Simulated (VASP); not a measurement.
# CdS (I-4m2) in VASP: a series of runs

CdS is run at these levels: PBE; tasks: single point.

Everything below comes from runs of VASP 6.6.1. Logs are shortened: lines on timing, memory, paths and dates and some standing lists are left out, and cuts for length are marked.

### 1 The cell of the first run

It takes space group I-4m2 (No. 119, tetragonal). Conventional cell: a = 4.115 Å, b = 4.115 Å, c = 6.053 Å, α = 90.00°, β = 90.00°, γ = 90.00°. Cd (site symmetry -4m2) has 4 S at 2.55 Å within 3.4 Å. Within 3.4 Å of S (site symmetry -4m2) lie 4 Cd at 2.55 Å.

### 2 Single point, PBE (strain +0.000 along x and y, +0.040 along z)

INCAR reads:

```
SYSTEM = CdS
PREC = Accurate
ENCUT = 520
EDIFF = 1E-6
ISMEAR = 0
SIGMA = 0.05
LREAL = .False.
LASPH = .True.
NELM = 80
ALGO = Normal
ISIF = 2
LWAVE = .False.
LCHARG = .False.
GGA = PE
NBANDS = 16
```

KPOINTS reads:

```
regular mesh
0
Gamma
  8 8 8
  0 0 0
```

POSCAR reads:

```
CdS
1.0
    0.0000000000      2.9100000000      3.0264000000
    2.9100000000      0.0000000000      3.0264000000
    2.9100000000      2.9100000000      0.0000000000
Cd S
1 1
Direct
    0.0000000000      0.0000000000      0.0000000000
    0.7500000000      0.7500000000      0.7500000000
```

Potentials or basis: VASP PAW PBE potentials, release 64 (Cd, S).

Run with:

```
$ cat potpaw_PBE.64/Cd/POTCAR potpaw_PBE.64/S/POTCAR > POTCAR
$ mpirun -np 1 vasp_std > vasp.out
```

OUTCAR:

```text
SYSTEM = CdS
   PREC = Accurate
   ENCUT = 520
   EDIFF = 1E-6
   ISMEAR = 0
   LREAL = .False.
   LASPH = .True.
   NELM = 80
   ISIF = 2
   GGA = PE

 ion  position               nearest neighbor table
   1  0.000  0.000  0.000-   2 2.55   2 2.55   2 2.55   2 2.55
   2  0.750  0.750  0.750-   1 2.55   1 2.55   1 2.55   1 2.55

  LATTYP: Found a body centered tetragonal cell.
 ALAT       =     4.1153614665
 C/A-ratio  =     1.4707821049

  Lattice vectors:

 A1 = (  -2.9100000000,   0.0000000000,   3.0264000000)
 A2 = (   2.9100000000,   0.0000000000,   3.0264000000)
 A3 = (   0.0000000000,   2.9100000000,  -3.0264000000)

Analysis of symmetry for initial positions (statically):
=====================================================================
 Subroutine PRICEL returns:
 Original cell was already a primitive cell.

 Routine SETGRP: Setting up the symmetry group for a
 body centered tetragonal supercell.

 Subroutine GETGRP returns: Found  8 space group operations
 (whereof  8 operations were pure point group operations)
 out of a pool of 16 trial point group operations.

The static configuration has the point symmetry D_2d.

Analysis of symmetry for dynamics (positions and initial velocities):
=====================================================================
 Subroutine PRICEL returns:
 Original cell was already a primitive cell.

 Routine SETGRP: Setting up the symmetry group for a
 body centered tetragonal supercell.

 Subroutine GETGRP returns: Found  8 space group operations
 (whereof  8 operations were pure point group operations)
 out of a pool of 16 trial point group operations.

The dynamic configuration has the point symmetry D_2d.

 Subroutine INISYM returns: Found  8 space group operations
 (whereof  8 operations are pure point group operations),
 and found     1 'primitive' translations

----------------------------------------------------------------------------------------

                                     Primitive cell

  volume of cell :      51.2557

  direct lattice vectors                    reciprocal lattice vectors
     0.000000000  2.910000000  3.026400000    -0.171821306  0.171821306  0.165212794
     2.910000000  0.000000000  3.026400000     0.171821306 -0.171821306  0.165212794
     2.910000000  2.910000000  0.000000000     0.171821306  0.171821306 -0.165212794

  length of vectors
     4.198475552  4.198475552  4.115361467     0.293837352  0.293837352  0.293837352

  position of ions in fractional coordinates (direct lattice)
     0.000000000  0.000000000  0.000000000
     0.750000000  0.750000000  0.750000000

  ion indices of the primitive-cell ions
   primitive index   ion index
                 1           1
                 2           2

----------------------------------------------------------------------------------------

 KPOINTS: regular mesh

Automatic generation of k-mesh.
 Grid dimensions read from file:
 generate k-points for:    8    8    8

 Generating k-lattice:

  Cartesian coordinates                     Fractional coordinates (reciprocal lattice)
    -0.021477663  0.021477663  0.020651599     0.125000000  0.000000000  0.000000000
     0.021477663 -0.021477663  0.020651599     0.000000000  0.125000000  0.000000000
     0.021477663  0.021477663 -0.020651599    -0.000000000 -0.000000000  0.125000000

  Length of vectors
     0.036729669  0.036729669  0.036729669

  Shift w.r.t. Gamma in fractional coordinates (k-lattice)
     0.000000000  0.000000000  0.000000000

 Subroutine IBZKPT returns following result:
 ===========================================

 Found     59 irreducible k-points:

 Following reciprocal coordinates:
            Coordinates               Weight
  0.000000  0.000000  0.000000      1.000000
  0.125000  0.000000  0.000000      8.000000
  0.250000  0.000000  0.000000      8.000000
  0.375000  0.000000  0.000000      8.000000
  0.500000  0.000000  0.000000      4.000000
  0.125000  0.125000  0.000000      2.000000
[... 16 lines left out ...]
  0.250000  0.000000  0.125000     16.000000
  0.375000  0.000000  0.125000     16.000000
 [... further k-points ...]
   k-points           NKPTS =     59   k-points in BZ     NKDIM =     59   number of bands    NBANDS=     16
   number of dos      NEDOS =    301   number of ions     NIONS =      2
   total plane-waves  NPLWV =  32768
   dimension x,y,z NGX =    32 NGY =   32 NGZ =   32
   dimension x,y,z NGXF=    64 NGYF=   64 NGZF=   64
   ions per type =               1   1
   NGX,Y,Z   is equivalent  to a cutoff of  12.67, 12.67, 12.93 a.u.
   NGXF,Y,Z  is equivalent  to a cutoff of  25.34, 25.34, 25.85 a.u.
 SYSTEM =  CdS
   PREC   = accura    normal or accurate (medium, high low for compatibility)
   ISTART =      0    job   : 0-new  1-cont  2-samecut
   ICHARG =      2    charge: 1-file 2-atom 10-const
   ISPIN  =      1    spin polarized calculation?
   LNONCOLLINEAR =      F non collinear calculations
   LSORBIT =      F    spin-orbit coupling
   LASPH  =      T    aspherical Exc in radial PAW
   ENCUT  =  520.0 eV  38.22 Ry    6.18 a.u.   7.81  7.81  7.65*2*pi/ulx,y,z
   NELM   =     80;   NELMIN=  2; NELMDL= -5     # of ELM steps
   EDIFF  = 0.1E-05   stopping-criterion for ELM
   LREAL  =      F    real-space projection
   EDIFFG = 0.1E-04   stopping-criterion for IOM
   NSW    =      0    number of steps for IOM
   IBRION =     -1    ionic relax: 0-MD 1-quasi-New 2-CG
   NFREE  =      0    steps in history (QN), initial steepest desc. (CG)
   ISIF   =      2    stress and relaxation
   ISYM   =      2    0-nonsym 1-usesym 2-fastsym
   POTIM  = 0.5000    time-step for ionic-motion
   TEBEG  =    0.0;   TEEND  =   0.0 temperature during run
   PSTRESS=    0.0 pullay stress
   NELECT =      18.0000    total number of electrons
   NUPDOWN=      -1.0000    fix difference up-down
   EMIN   =  10.00;   EMAX   =-10.00  energy-range for DOS
   EFERMI =   0.00;   METHOD = LEGACY
   ISMEAR =     0;   SIGMA  =   0.05  broadening in eV -4-tet -1-fermi 0-gaus
   EFERMI_NEDOS =   21; number of points for ismear=-14 and -15
   IALGO  =     38    algorithm
   IMIX   =      4    mixing-type and parameters
     AMIX     =   0.40;   BMIX     =  1.00
     AMIX_MAG =   1.60;   BMIX_MAG =  1.00
  volume/ion in A,a.u.               =      25.63       172.95
  Fermi-wavevector in a.u.,A,eV,Ry     =   1.155008  2.182648 18.150756  1.334043
  Thomas-Fermi vector in A             =   2.291640
   LORBIT       =      0    0 simple, 1 ext, 2 COOP (PROOUT), +10 PAW based schemes
   GGA     = PE    functional components
   LHFCALC =     F    Hartree Fock is set to
   AEXX    =    0.0000 exact exchange contribution
   IVDW    =     0    specifies the selected vdW correction
   LEPSILON=     F    determine dielectric tensor
   LRPA    =     F    only Hartree local field effects (RPA)
 non-spin polarized calculation
 Gauss-broadening in eV      SIGMA  =   0.05
  energy-cutoff  :      520.00
  volume of cell :       51.26
 maximum number of plane-waves:      1399
   NGX = 15   NGY = 15   NGZ = 15

 number of electron      18.0000001 magnetization

 Free energy of the ion-electron system (eV)
  ---------------------------------------------------
  ext. energy  EPLUGINS =         0.00000000
  ---------------------------------------------------
  free energy    TOTEN  =        -6.14035388 eV

  energy without entropy =       -6.14035388  energy(sigma->0) =       -6.14035388

 E-fermi :   1.3677     XC(G=0):  -8.9997

 val. band max:        1.0792801615   @ k =   0.0000   0.0000   0.0000
 cond. band min:       2.1131713366   @ k =   0.0000   0.0000   0.0000
 fundamental gap:      1.0338911751
 Fermi energy:         1.3677038885

 k-point     1 :       0.0000    0.0000    0.0000
  band No.  band energies     occupation
      1     -11.1317      2.00000
      2      -6.5901      2.00000
      3      -6.5660      2.00000
      4      -6.5660      2.00000
      5      -6.1459      2.00000
      6      -6.1333      2.00000
[... 8 lines left out ...]
     15      12.3842      0.00000
     16      12.7369      0.00000

 k-point     2 :       0.1250    0.0000    0.0000
  band No.  band energies     occupation
      1     -11.0738      2.00000
      2      -6.5644      2.00000
      3      -6.5452      2.00000
      4      -6.5194      2.00000
      5      -6.1451      2.00000
      6      -6.1356      2.00000
[... 8 lines left out ...]
     15      12.0911      0.00000
     16      12.9349      0.00000

 k-point     3 :       0.2500    0.0000    0.0000
  band No.  band energies     occupation
      1     -10.9333      2.00000
      2      -6.5189      2.00000
      3      -6.4997      2.00000
      4      -6.3400      2.00000
      5      -6.1351      2.00000
      6      -6.1345      2.00000
[... 8 lines left out ...]
     15      11.7430      0.00000
     16      12.3643      0.00000

 k-point     4 :       0.3750    0.0000    0.0000
  band No.  band energies     occupation
      1     -10.7928      2.00000
      2      -6.4864      2.00000
      3      -6.4634      2.00000
      4      -6.1226      2.00000
      5      -6.1157      2.00000
      6      -6.0106      2.00000
[... 8 lines left out ...]
     15      12.4565      0.00000
     16      12.5755      0.00000
[... 324 lines left out ...]
 k-point    22 :       0.1250    0.0000    0.1250
  band No.  band energies     occupation
      1     -11.0531      2.00000
      2      -6.5494      2.00000
      3      -6.5258      2.00000
      4      -6.5236      2.00000
      5      -6.1501      2.00000
      6      -6.1301      2.00000
[... 8 lines left out ...]
     15      12.3737      0.00000
     16      13.5759      0.00000

 k-point    23 :       0.2500    0.0000    0.1250
  band No.  band energies     occupation
      1     -10.9395      2.00000
      2      -6.5095      2.00000
      3      -6.4851      2.00000
      4      -6.3986      2.00000
      5      -6.1506      2.00000
      6      -6.1167      2.00000
[... 8 lines left out ...]
     15      12.3224      0.00000
     16      13.6787      0.00000

 k-point    24 :       0.3750    0.0000    0.1250
  band No.  band energies     occupation
      1     -10.7999      2.00000
      2      -6.4730      2.00000
      3      -6.4453      2.00000
      4      -6.2111      2.00000
      5      -6.1056      2.00000
      6      -6.0362      2.00000
[... 8 lines left out ...]
     15      12.8592      0.00000
     16      13.2669      0.00000

 [... further k-points ...]

------------------------ aborting loop because EDIFF is reached ----------------------------------------

  FORCE on cell =-STRESS in cart. coord.  units (eV):
  Direction    XX          YY          ZZ          XY          YZ          ZX
  --------------------------------------------------------------------------------------
  -------------------------------------------------------------------------------------
  Total        0.4402054      0.4402054      0.1873971      0.0000000      0.0000000     -0.0000000
  in kB       13.7601636     13.7601636      5.8577550      0.0000000      0.0000000     -0.0000000
  external PRESSURE =      11.1260274 kB  Pullay stress =       0.0000000 kB

 VOLUME and BASIS-vectors are now :
 -----------------------------------------------------------------------------
  energy-cutoff  :      520.00
  volume of cell :       51.26
      direct lattice vectors                 reciprocal lattice vectors
     0.000000000  2.910000000  3.026400000    -0.171821306  0.171821306  0.165212794
     2.910000000  0.000000000  3.026400000     0.171821306 -0.171821306  0.165212794
     2.910000000  2.910000000  0.000000000     0.171821306  0.171821306 -0.165212794

 POSITION                                       TOTAL-FORCE (eV/Angst)
 -----------------------------------------------------------------------------------
      0.00000      0.00000      0.00000        -0.000000     -0.000000      0.000000
      4.36500      4.36500      4.53960         0.000000      0.000000      0.000000
 -----------------------------------------------------------------------------------
    total drift:                                0.000000      0.000000      0.000001

  FREE ENERGIE OF THE ION-ELECTRON SYSTEM (eV)
  ---------------------------------------------------
  free  energy   TOTEN  =        -6.1403538791 eV

  energy  without entropy=       -6.1403538791  energy(sigma->0) =       -6.14035388
```

Wall time 28 s (1 thread of AMD EPYC 9R45 (Zen 5), shared host); peak memory 0.17 GiB.

Results:

| Item | Value |
| --- | --- |
| Free energy | -6.1404 eV |
| Pressure | 1.1 GPa |
| Band gap on the k mesh | 1.03 eV, direct |

Caveat: the cell differs from its parent crystal (strain +0.000 along x and y, +0.040 along z).

### 3 Single point, PBE (strain +0.040 along x and y, +0.080 along z)

INCAR reads:

```
ALGO = Normal
EDIFF = 1E-6
ENCUT = 520
GGA = PE
ISIF = 2
ISMEAR = 0
LASPH = T
LCHARG = F
LREAL = F
LWAVE = F
NBANDS = 16
NELM = 80
PREC = Accurate
SIGMA = 0.05
```

KPOINTS reads:

```
k-points
0
Gamma
  8 8 8
```

POSCAR reads:

```
CdS
1.0
    0.0000000000      3.0264000000      3.1428000000
    3.0264000000      0.0000000000      3.1428000000
    3.0264000000      3.0264000000      0.0000000000
Cd S
1 1
Direct
    0.0000000000      0.0000000000      0.0000000000
    0.7500000000      0.7500000000      0.7500000000
```

Potentials or basis: VASP PAW PBE potentials, release 64 (Cd, S).

Run with:

```
$ cat potpaw_PBE.64/Cd/POTCAR potpaw_PBE.64/S/POTCAR > POTCAR
$ mpirun -np 1 vasp_std > vasp.out
```

It took 32 s on 1 thread of AMD EPYC 9R45 (Zen 5), shared host; peak memory 0.18 GiB.

It converged, with:

- Free energy: -6.0708 eV
- Pressure: -4.1 GPa
- Band gap on the k mesh: 0.77 eV, direct

Stress tensor (GPa, compression positive):
```
-3.80  0.00  0.00
 0.00 -3.80  0.00
 0.00  0.00 -4.74
```

Levels at points of the mesh, in eV from the valence-band top:
| k point | band 7 | band 8 | band 9 | band 10 | band 11 | band 12 |
| --- | --- | --- | --- | --- | --- | --- |
| (0.00, 0.00, 0.00) | -0.11 | 0.00 | 0.00 | 0.77 | 6.49 | 6.49 |
| (0.50, 0.00, 0.00) | -3.62 | -0.66 | -0.53 | 2.71 | 6.79 | 6.98 |
| (0.50, 0.50, 0.00) | -3.50 | -1.36 | -1.36 | 3.80 | 4.21 | 8.43 |
| (0.50, 0.00, 0.50) | -3.31 | -1.51 | -1.47 | 3.70 | 3.95 | 8.73 |

Caveat: the cell differs from its parent crystal (strain +0.040 along x and y, +0.080 along z).
